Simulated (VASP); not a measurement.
The system is C.

```
C
1.0
     0.00000    1.78014    1.78014
     1.78014    0.00000    1.78014
     1.78014    1.78014    0.00000
C
2
Direct
  0.50000 0.50000 0.50000
  0.75000 0.75000 0.75000
```

Base run:

```yaml
Program: VASP 6.6.1
Functional: r2SCAN
Potentials_or_basis: VASP PAW PBE potentials, release 64 (C_h)
Cutoff: 910 eV
k_mesh: 12 × 12 × 12
Occupations: gaussian, width 0.05 eV
Spin: no spin polarisation
```

Its results: band gap on the k mesh 4.39 eV, indirect (least direct gap 5.89 eV); pressure -0.8 GPa.

Problem. The run is repeated on the same cell with these changes: potentials or basis from VASP PAW PBE potentials, release 64 (C_h) to VASP PAW PBE potentials, release 64 (C); cutoff from 910 eV to 520 eV. What comes out?

Solution. Band gap on the k mesh 4.36 eV, indirect (least direct gap 5.85 eV); pressure 1.1 GPa.

Caveats: the PAW data sets were made with another functional, which shifts forces and pressure a little; the cutoff is under 1.25 times the usual one of these potentials, so pressure, stress and relaxed cells hold a basis-set (Pulay) error (some runs).

A k mesh can miss the band edges.
